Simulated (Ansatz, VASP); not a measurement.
## HfN: VASP beside Ansatz

POSCAR

```
HfN
1.0
    0.0000000000      2.4548220000      2.4548220000
    2.4548220000      0.0000000000      2.4548220000
    2.4548220000      2.4548220000      0.0000000000
Hf N
1 1
Direct
    0.0000000000      0.0000000000      0.0000000000
    0.2500000000      0.2500000000      0.2500000000
```

Contents of INCAR.step1:

```
SYSTEM = HfN
PREC = Accurate ; ENCUT = 520
ISMEAR = -1 ; SIGMA = 0.05
LREAL = .FALSE. ; LASPH = .TRUE.
NELM = 100 ; NBANDS = 14
GGA = PE ; ALGO = Normal
EDIFF = 1E-4 ; LWAVE = .TRUE.
LCHARG = .FALSE.
```

File INCAR.step2:

```
SYSTEM = HfN
PREC = Accurate ; ENCUT = 520
EDIFF = 1E-6 ; ISMEAR = -1
SIGMA = 0.05 ; LREAL = .FALSE.
LASPH = .TRUE. ; NELM = 100
ALGO = Normal ; ISIF = 2
LWAVE = .FALSE. ; LCHARG = .FALSE.
METAGGA = R2SCAN ; LMIXTAU = .TRUE.
NBANDS = 14 ; ISTART = 1
```

File KPOINTS:

```
regular mesh
0
G
  5 5 5
  0 0 0
```

Contents of input.yaml:

```yaml
crystal:
  lattice:
    - [0.0, 2.454822, 2.454822]
    - [2.454822, 0.0, 2.454822]
    - [2.454822, 2.454822, 0.0]
  atoms:
    - { symbol: Hf, position: [0.0, 0.0, 0.0] }
    - { symbol: "N", position: [0.25, 0.25, 0.25] }
hamiltonian:
  xc: r2scan
  pseudopotentials: { kind: paw }
kpoints:
  mp_grid: { grid: [5, 5, 5] }
  band_path:
    path:
      - [[0.0, 0.0, 0.0], [0.5, 0.0, 0.5], [0.5, 0.25, 0.75], [0.375, 0.375, 0.75], [0.0, 0.0, 0.0], [0.5, 0.5, 0.5], [0.625, 0.25, 0.625], [0.5, 0.25, 0.75], [0.5, 0.5, 0.5], [0.375, 0.375, 0.75]]
      - [[0.625, 0.25, 0.625], [0.5, 0.0, 0.5]]
    npoints: 14
scf:
  occupations: { method: fermi_dirac, width: 0.05 }
  n_extra_bands: 6
output:
  forces: true
  stress: true
  eigenvalues: true
  fatbands: false
```

Alike in both runs: functional r2SCAN; k mesh 5 × 5 × 5; occupations fermi-dirac, width 0.05 eV; no spin polarisation.

|  | VASP | Ansatz |
| --- | --- | --- |
| version | VASP 6.6.1 | Ansatz 0.2.0 |
| potentials or method | VASP PAW PBE potentials, release 64 (Hf_pv, N) | Ansatz PAW |
| plane-wave cutoff (eV) | 520 | 500 |
| valence electrons in the cell | 15 | 31 |
| task | single point | band structure |

Ansatz gave:

* gap on the k mesh at the Fermi level (eV): none
* pressure (GPa): -1.7

**Question.** Which values does VASP return?

**Answer.** gap on the k mesh at the Fermi level (eV): none; pressure (GPa): -3.1.

VASP's potentials were made for PBE, not for r2SCAN. A gap of «none» marks a metal or a gap that the smearing closes. VASP's potentials hold 15 valence electrons a cell and Ansatz's 31, so a difference there can come from the potentials and not from the codes.

The k mesh is coarse, so the values compare programs but aren't converged. Neither program's run includes spin-orbit coupling.
